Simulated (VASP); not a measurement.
Wanted: the native input for a VASP 6.6.1 run.

```
Task                   : single point
Functional             : PBE
Potentials or basis    : VASP PAW PBE potentials, release 64 (Rh_pv)
Cutoff                 : 520 eV
k mesh                 : 1 × 2 × 1
Occupations            : fermi-dirac, width 0.1 eV
Spin                   : no spin polarisation
Dipole correction      : no
Further INCAR settings : LREAL = Auto; ALGO = Normal; EDIFF = 1e-06; NBANDS = 150
```

The structure of Rh lies in POSCAR:

```
Rh
1.0
   11.4000000000      0.0000000000      0.0000000000
    0.0000000000      5.3740120000      0.0000000000
    0.0000000000      0.0000000000     13.6870060000
Rh
18
Direct
    0.0000000000      0.0000000000      0.0730619976
    0.3333333333      0.0000000000      0.0730619976
    0.6666666667      0.0000000000      0.0730619976
    0.0000000000      0.4999988835      0.0730619976
    0.3333333333      0.4999988835      0.0730619976
    0.6666666667      0.4999988835      0.0730619976
    0.1621315789      0.2638438470      0.1552713574
    0.5023157895      0.2207103371      0.1667640096
    0.8390964912      0.2314471944      0.1674434862
    0.1721666667      0.7619819234      0.1590632751
    0.5033245614      0.7279477604      0.1704901715
    0.8287456140      0.7367121622      0.1750930773
    0.0108333333     -0.0157424286      0.2462554630
    0.3387631579     -0.0044473291      0.2629939667
    0.6687631579     -0.0264606778      0.2696499147
    0.0013070175      0.4633409825      0.2567763907
    0.3261491228      0.5121871704      0.2556439297
    0.6620438596      0.4673603260      0.2574120301
```

One way to write it, as run:

INCAR

```
  ALGO = Normal
  EDIFF = 1E-6
  ENCUT = 520
  GGA = PE
  ISIF = 2
  ISMEAR = -1
  LASPH = T
  LCHARG = F
  LREAL = Auto
  LWAVE = F
  NBANDS = 150
  NELM = 80
  PREC = Accurate
  SIGMA = 0.1
```

KPOINTS

```
k-points
0
Gamma
  1 2 1
```

Potentials or basis: VASP PAW PBE potentials, release 64 (Rh_pv).

Launch:

```console
$ cat potpaw_PBE.64/Rh_pv/POTCAR > POTCAR
$ mpirun -np 1 vasp_std > vasp.out
```

Results of the run:

* Largest force: 2.567 eV/Å
* Band gap on the k mesh: zero (bands 135 and 136 overlap by 0.34 eV)

Caveat: the k points lie up to 0.58 Å⁻¹ apart; there is no dipole correction, which matters where the two faces differ.

It took 23 min on 1 thread of Oxide Virtual Turin-like Processor, with other jobs on the host, peak memory 0.76 GiB.
